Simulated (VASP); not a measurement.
# In4O5 (P1) in VASP: notebook

Aim: see how the results for In4O5 move with the level of theory and the settings. Levels: PBE, PBE0. Tasks: single point.

Program: VASP 6.6.1. These are calculated values, not measurements. Logs are shortened: lines on timing, memory, paths and dates and some standing lists are left out, and cuts for length are marked.

### Step 1. The cell of the first run

The typed cell holds 9 atoms: a = 5.782 Å, b = 5.782 Å, c = 5.782 Å, α = 56.65°, β = 56.65°, γ = 56.65°.

### Step 2. Single point, PBE

INCAR reads:

```
  PREC = Accurate
  ENCUT = 600
  EDIFF = 1E-6
  ISMEAR = 0
  SIGMA = 0.01
  LREAL = False
  LASPH = True
  NELM = 120
  ALGO = Normal
  ISIF = 2
  LWAVE = False
  LCHARG = False
  GGA = PE
  NBANDS = 51
  NELECT = 80.0
  GGA_COMPAT = False
```

KPOINTS reads:

```
regular mesh
0
Gamma
  1 1 1
```

POSCAR reads:

```
In4O5
1.0
    2.7435000000      1.5839600000      4.8366670000
   -2.7435000000      1.5839600000      4.8366670000
    0.0000000000     -3.1679210000      4.8366670000
In O
4 5
Direct
    0.3638220000      0.3531830000      0.3517750000
    0.1446400000      0.1456990000      0.1427710000
    0.6431650000      0.6340170000      0.6450530000
    0.8548550000      0.8580500000      0.8599180000
    0.5516270000      0.9533020000      0.2519650000
    0.9474860000      0.2410700000      0.5489890000
    0.2479580000      0.5438560000      0.9594030000
    0.4542070000      0.0509720000      0.7511570000
    0.0528960000      0.7510450000      0.4528560000
```

Potentials or basis: VASP PAW PBE potentials, release 64 (In_d, O).

Command:

```console
cat potpaw_PBE.64/In_d/POTCAR potpaw_PBE.64/O/POTCAR > POTCAR
mpirun -np 1 vasp_gam > vasp.out
```

OUTCAR:

```text
PREC = Accurate
   ENCUT = 600
   EDIFF = 1E-6
   ISMEAR = 0
   LREAL = False
   LASPH = True
   NELM = 120
   ISIF = 2
   GGA = PE
   NELECT = 80.0

 ion  position               nearest neighbor table
   1  0.364  0.353  0.352-   8 2.13   9 2.15   5 2.21   7 2.22   6 2.32   2 3.07   3 3.21   3 3.26
                             3 3.27   2 3.59   2 3.64   2 3.64   4 3.93   4 3.97   4 3.98   4 3.99
   2  0.145  0.146  0.143-   8 2.11   9 2.12   6 2.22   7 2.22   5 2.27   1 3.07   4 3.23   4 3.24
                             4 3.26   1 3.59   1 3.64   1 3.64   3 3.93   3 3.95   3 3.98   3 3.99
   3  0.643  0.634  0.645-   6 2.12   5 2.12   7 2.12   9 2.31   8 2.32   4 3.15   1 3.21   1 3.26
                             1 3.27   4 3.56   4 3.60   4 3.61   2 3.93   2 3.95   2 3.98   2 3.99
   4  0.855  0.858  0.860-   6 2.07   5 2.11   7 2.13   8 2.24   9 2.26   3 3.15   2 3.23   2 3.24
                             2 3.26   3 3.56   3 3.60   3 3.61   1 3.93   1 3.97   1 3.98   1 3.99
   5  0.552  0.953  0.252-   4 2.11   3 2.12   1 2.21   2 2.27
   6  0.947  0.241  0.549-   4 2.07   3 2.12   2 2.22   1 2.32
   7  0.248  0.544  0.959-   3 2.12   4 2.13   2 2.22   1 2.22
   8  0.454  0.051  0.751-   2 2.11   1 2.13   4 2.24   3 2.32
   9  0.053  0.751  0.453-   2 2.12   1 2.15   4 2.26   3 2.31

  LATTYP: Found a trigonal (rhomboedric) cell.
 ALAT       =     5.7817877167
 COS(alpha) =     0.5496858016

  Lattice vectors:

 A1 = (   2.7435000000,   1.5839600000,   4.8366670000)
 A2 = (  -2.7435000000,   1.5839600000,   4.8366670000)
 A3 = (   0.0000000000,  -3.1679210000,   4.8366670000)

Analysis of symmetry for initial positions (statically):
=====================================================================
 Subroutine PRICEL returns:
 Original cell was already a primitive cell.

 Routine SETGRP: Setting up the symmetry group for a
 trigonal (rhombohedral) supercell.

 Subroutine GETGRP returns: Found  1 space group operations
 (whereof  1 operations were pure point group operations)
 out of a pool of 12 trial point group operations.

The static configuration has the point symmetry C_1 .

Analysis of symmetry for dynamics (positions and initial velocities):
=====================================================================
 Subroutine PRICEL returns:
 Original cell was already a primitive cell.

 Routine SETGRP: Setting up the symmetry group for a
 trigonal (rhombohedral) supercell.

 Subroutine GETGRP returns: Found  1 space group operations
 (whereof  1 operations were pure point group operations)
 out of a pool of 12 trial point group operations.

The dynamic configuration has the point symmetry C_1 .

 Subroutine INISYM returns: Found  1 space group operations
 (whereof  1 operations are pure point group operations),
 and found     1 'primitive' translations

----------------------------------------------------------------------------------------

                                     Primitive cell

  volume of cell :     126.1092

  direct lattice vectors                    reciprocal lattice vectors
     2.743500000  1.583960000  4.836667000     0.182248952  0.105221490  0.068917990
    -2.743500000  1.583960000  4.836667000    -0.182248952  0.105221490  0.068917990
     0.000000000 -3.167921000  4.836667000     0.000000000 -0.210442980  0.068917968

  length of vectors
     5.781787717  5.781787717  5.781787884     0.221440583  0.221440583  0.221440589

  position of ions in fractional coordinates (direct lattice)
     0.363822000  0.353183000  0.351775000
     0.144640000  0.145699000  0.142771000
     0.643165000  0.634017000  0.645053000
     0.854855000  0.858050000  0.859918000
     0.551627000  0.953302000  0.251965000
     0.947486000  0.241070000  0.548989000
     0.247958000  0.543856000  0.959403000
     0.454207000  0.050972000  0.751157000
     0.052896000  0.751045000  0.452856000

  ion indices of the primitive-cell ions
   primitive index   ion index
                 1           1
                 2           2
                 3           3
                 4           4
                 5           5
                 6           6
                 7           7
                 8           8
                 9           9

----------------------------------------------------------------------------------------

 KPOINTS: regular mesh

Automatic generation of k-mesh.
 Grid dimensions read from file:
 generate k-points for:    1    1    1

 Generating k-lattice:

  Cartesian coordinates                     Fractional coordinates (reciprocal lattice)
     0.182248952  0.105221490  0.068917990     1.000000000 -0.000000000  0.000000000
    -0.182248952  0.105221490  0.068917990    -0.000000000  1.000000000  0.000000000
     0.000000000 -0.210442980  0.068917968     0.000000000  0.000000000  1.000000000

  Length of vectors
     0.221440583  0.221440583  0.221440589

  Shift w.r.t. Gamma in fractional coordinates (k-lattice)
     0.000000000  0.000000000  0.000000000

 Subroutine IBZKPT returns following result:
 ===========================================

 Found      1 irreducible k-points:

 Following reciprocal coordinates:
            Coordinates               Weight
  0.000000  0.000000  0.000000      1.000000
   k-points           NKPTS =      1   k-points in BZ     NKDIM =      1   number of bands    NBANDS=     51
   number of dos      NEDOS =    301   number of ions     NIONS =      9
   total plane-waves  NPLWV = 110592
   dimension x,y,z NGX =    48 NGY =   48 NGZ =   48
   dimension x,y,z NGXF=    96 NGYF=   96 NGZF=   96
   ions per type =               4   5
   NGX,Y,Z   is equivalent  to a cutoff of  13.80, 13.80, 13.80 a.u.
   NGXF,Y,Z  is equivalent  to a cutoff of  27.60, 27.60, 27.60 a.u.
 SYSTEM =  unknown system
   PREC   = accura    normal or accurate (medium, high low for compatibility)
   ISTART =      0    job   : 0-new  1-cont  2-samecut
   ICHARG =      2    charge: 1-file 2-atom 10-const
   ISPIN  =      1    spin polarized calculation?
   LNONCOLLINEAR =      F non collinear calculations
   LSORBIT =      F    spin-orbit coupling
   LASPH  =      T    aspherical Exc in radial PAW
   ENCUT  =  600.0 eV  44.10 Ry    6.64 a.u.  11.55 11.55 11.55*2*pi/ulx,y,z
   NELM   =    120;   NELMIN=  2; NELMDL= -5     # of ELM steps
   EDIFF  = 0.1E-05   stopping-criterion for ELM
   LREAL  =      F    real-space projection
   EDIFFG = 0.1E-04   stopping-criterion for IOM
   NSW    =      0    number of steps for IOM
   IBRION =     -1    ionic relax: 0-MD 1-quasi-New 2-CG
   NFREE  =      0    steps in history (QN), initial steepest desc. (CG)
   ISIF   =      2    stress and relaxation
   ISYM   =      2    0-nonsym 1-usesym 2-fastsym
   POTIM  = 0.5000    time-step for ionic-motion
   TEBEG  =    0.0;   TEEND  =   0.0 temperature during run
   PSTRESS=    0.0 pullay stress
   NELECT =      80.0000    total number of electrons
   NUPDOWN=      -1.0000    fix difference up-down
   EMIN   =  10.00;   EMAX   =-10.00  energy-range for DOS
   EFERMI =   0.00;   METHOD = LEGACY
   ISMEAR =     0;   SIGMA  =   0.01  broadening in eV -4-tet -1-fermi 0-gaus
   EFERMI_NEDOS =   21; number of points for ismear=-14 and -15
   IALGO  =     38    algorithm
   IMIX   =      4    mixing-type and parameters
     AMIX     =   0.40;   BMIX     =  1.00
     AMIX_MAG =   1.60;   BMIX_MAG =  1.00
  volume/ion in A,a.u.               =      14.01        94.56
  Fermi-wavevector in a.u.,A,eV,Ry     =   1.406660  2.658203 26.921759  1.978693
  Thomas-Fermi vector in A             =   2.528998
   LORBIT       =      0    0 simple, 1 ext, 2 COOP (PROOUT), +10 PAW based schemes
   GGA     = PE    functional components
   LHFCALC =     F    Hartree Fock is set to
   AEXX    =    0.0000 exact exchange contribution
   IVDW    =     0    specifies the selected vdW correction
   LEPSILON=     F    determine dielectric tensor
   LRPA    =     F    only Hartree local field effects (RPA)
 non-spin polarized calculation
 Gauss-broadening in eV      SIGMA  =   0.01
  energy-cutoff  :      600.00
  volume of cell :      126.11
 maximum number of plane-waves:      2089
 NGX is ok and might be reduce to    48
   NGX = 23   NGY = 23   NGZ = 23

 number of electron      79.9999999 magnetization

 Free energy of the ion-electron system (eV)
  ---------------------------------------------------
  ext. energy  EPLUGINS =         0.00000000
  ---------------------------------------------------
  free energy    TOTEN  =       -58.11826200 eV

  energy without entropy =      -58.10511913  energy(sigma->0) =      -58.11169057

 E-fermi :   4.7091     XC(G=0): -10.6683

 val. band max:        4.7044953391   @ k =   0.0000   0.0000   0.0000
 cond. band min:       4.7109661567   @ k =   0.0000   0.0000   0.0000
 fundamental gap:      0.0064708175
 Fermi energy:         4.7091045081

 k-point     1 :       0.0000    0.0000    0.0000
  band No.  band energies     occupation
      1     -12.5514      2.00000
      2     -11.8689      2.00000
      3     -11.7891      2.00000
      4     -11.6257      2.00000
      5     -11.5397      2.00000
      6      -7.0525      2.00000
[... 43 lines left out ...]
     50      14.9706      0.00000
     51      15.1235      0.00000

------------------------ aborting loop because EDIFF is reached ----------------------------------------

  FORCE on cell =-STRESS in cart. coord.  units (eV):
  Direction    XX          YY          ZZ          XY          YZ          ZX
  --------------------------------------------------------------------------------------
  -------------------------------------------------------------------------------------
  Total      -17.4353006    -15.3715941    -19.6376834     -1.8147276      0.3414627     -0.2513061
  in kB     -221.5099898   -195.2912508   -249.4905690    -23.0555417      4.3381758     -3.1927645
  external PRESSURE =    -222.0972699 kB  Pullay stress =       0.0000000 kB

 VOLUME and BASIS-vectors are now :
 -----------------------------------------------------------------------------
  energy-cutoff  :      600.00
  volume of cell :      126.11
      direct lattice vectors                 reciprocal lattice vectors
     2.743500000  1.583960000  4.836667000     0.182248952  0.105221490  0.068917990
    -2.743500000  1.583960000  4.836667000    -0.182248952  0.105221490  0.068917990
     0.000000000 -3.167921000  4.836667000     0.000000000 -0.210442980  0.068917968

 POSITION                                       TOTAL-FORCE (eV/Angst)
 -----------------------------------------------------------------------------------
      0.02919      0.02131      5.16933        -0.270384      0.051576      0.852080
     -0.00291      0.00760      2.09481        -0.322457      0.022698     -0.831117
      0.02510     -0.02047      9.29721        -0.362834      0.314817     -0.368967
     -0.00877     -0.01098     12.44389         0.421635      0.076434      0.371261
     -1.10200      1.58554      8.49751         0.397294      0.151312      0.169832
      1.93805      0.14347      8.40393        -0.594647      0.404719      0.325422
     -0.81180     -1.78511      8.47005         0.146342     -0.277777      0.141238
      1.10628     -1.57942      6.07648         0.231871     -0.161515      0.026859
     -1.91537     -0.16120      6.07871         0.353180     -0.582263     -0.686609
 -----------------------------------------------------------------------------------
    total drift:                                0.000486      0.001418      0.001377

  FREE ENERGIE OF THE ION-ELECTRON SYSTEM (eV)
  ---------------------------------------------------
  free  energy   TOTEN  =       -58.1182620009 eV

  energy  without entropy=      -58.1051191297  energy(sigma->0) =      -58.11169057
```

Wall time 44 s (1 thread of AMD EPYC 7R43 (Zen 3), shared host); peak memory 0.27 GiB.

What came out:

```yaml
Free_energy: -58.1183 eV
Largest_force: 0.967 eV/Å
```

Forces in eV/Å, atoms in the order of the input:
```
In  -0.270  0.052  0.852
In  -0.322  0.023 -0.831
In  -0.363  0.315 -0.369
In   0.422  0.076  0.371
O    0.397  0.151  0.170
O   -0.595  0.405  0.325
O    0.146 -0.278  0.141
O    0.232 -0.162  0.027
O    0.353 -0.582 -0.687
```

Caveat: the k points lie up to 1.39 Å⁻¹ apart; the cell carries a net charge on a neutralising background, which shifts energy and pressure; the cell is charged against a uniform background, so pressure and absolute levels hang on convention; spin-orbit coupling is left out, which moves the levels of the heavy elements.

(Part 1 of 2 ends here.)
